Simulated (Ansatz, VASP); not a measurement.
## Al in VASP and in Ansatz

```
Al
1.0
    -1.51166    1.51166    1.51166
     1.51166   -1.51166    1.51166
     1.51166    1.51166   -1.51166
Al
1
Cartesian
  0.0000 0.0000 0.0000
```

Change from the starting cell: strain -0.050 along x and y, -0.050 along z, atoms carried along.

Alike in both runs: task single point; functional r2SCAN; k mesh 20 × 20 × 20; occupations gaussian, width 0.15 eV; no spin polarisation.

|  | VASP | Ansatz |
| --- | --- | --- |
| version | VASP 6.6.1 | Ansatz 0.2.0 |
| potentials or method | VASP PAW PBE potentials, release 64 (Al), cutoff 520 eV | scalar-relativistic, plane waves, PAW |
| valence electrons in the cell | 3 | 3 |

|  | VASP | Ansatz | Ansatz less VASP |
| --- | --- | --- | --- |
| gap on the k mesh at the Fermi level (eV) | none | none | - |
| pressure (GPa) | 17.8 | 18.3 | +0.47 |

VASP's potentials were made for PBE, not for r2SCAN. A gap of «none» marks a metal or a gap that the smearing closes.
